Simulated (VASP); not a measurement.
Input of a VASP 6.6.1 run:

INCAR

```
SYSTEM = ZnC3
ALGO = Normal ; EDIFF = 1E-7
ENCUT = 520 ; GGA = PE
ISIF = 2 ; ISMEAR = 0
LASPH = .TRUE. ; LCHARG = .FALSE.
LREAL = .FALSE. ; LWAVE = .FALSE.
NBANDS = 34 ; NELM = 60
PREC = Accurate ; SIGMA = 0.02
```

File KPOINTS:

```
k-points
0
G
  10 10 10
  0 0 0
```

The input POSCAR:

```
ZnC3
1.0
    0.0000000000      3.4049907393      3.4049907393
    3.4049907393      0.0000000000      3.4049907393
    3.4049907393      3.4049907393      0.0000000000
Zn C
2 6
Direct
    0.5000000000      0.5000000000      0.5000000000
    0.7500000000      0.7500000000      0.7500000000
    0.1250000000      0.1250000000      0.1250000000
    0.1250000000      0.1250000000      0.6250000000
    0.1250000000      0.6250000000      0.1250000000
    0.6250000000      0.1250000000      0.1250000000
    0.2500000000      0.2500000000      0.2500000000
    0.0000000000      0.0000000000      0.0000000000
```

Potentials or basis: VASP PAW PBE potentials, release 64 (Zn, C).

Command:

```console
$ cat potpaw_PBE.64/Zn/POTCAR potpaw_PBE.64/C/POTCAR > POTCAR
$ mpirun -np 1 vasp_std > vasp.out
```

Task: Estimate the band gap on the k mesh.

Result: Zero (bands 24 and 25 overlap by 0.11 eV).

Task: Estimate the pressure.

Result: 0.3 GPa.
